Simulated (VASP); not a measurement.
Crystal: Ag.

```
CELL_PARAMETERS angstrom
5.20223 0.00000 0.00000
0.00000 5.20223 0.00000
0.00000 0.00000 5.20223
ATOMIC_POSITIONS crystal
Ag 0.50000 0.50000 0.50000
Ag 0.00000 0.00000 0.00000
Ag 0.25000 0.00000 0.50000
Ag 0.50000 0.25000 0.00000
Ag 0.50000 0.75000 0.00000
Ag 0.75000 0.00000 0.50000
Ag 0.00000 0.50000 0.75000
Ag 0.00000 0.50000 0.25000
```

```yaml
Program: VASP 6.6.1
Task: relaxation of cell and atoms
Functional: PBE
Potentials_or_basis: VASP PAW PBE potentials, release 64 (Ag)
Cutoff: 600 eV
k_mesh: 4 × 4 × 4
Occupations: gaussian, width 0.1 eV
Spin: no spin polarisation
```

At the start: pressure 4.2 GPa; volume 17.60 Å³/atom.

Problem. How do energy, volume and symmetry change on relaxing?

Solution. Over 3 steps the energy falls by 9.7 meV/atom and the volume is 18.38 Å³/atom (+4.4 %); space group Pm-3n (No. 223, to 0.1 Å) before and after.

Step by step:
```tsv
step	energy change (eV)	largest force (eV/Å)	pressure (GPa)	volume (Å³)
1	0.0000	0.0000	4.19	140.79
2	-0.0580	0.0000	-1.80	150.37
3	-0.0774	0.0000	-0.04	147.01
```

Final structure:
```
Ag
1.0
     5.27773    0.00000    0.00000
     0.00000    5.27773    0.00000
     0.00000    0.00000    5.27773
Ag
8
Direct
  0.50000 0.50000 0.50000
  0.00000 0.00000 0.00000
  0.25000 0.00000 0.50000
  0.50000 0.25000 0.00000
  0.50000 0.75000 0.00000
  0.75000 0.00000 0.50000
  0.00000 0.50000 0.75000
  0.00000 0.50000 0.25000
```
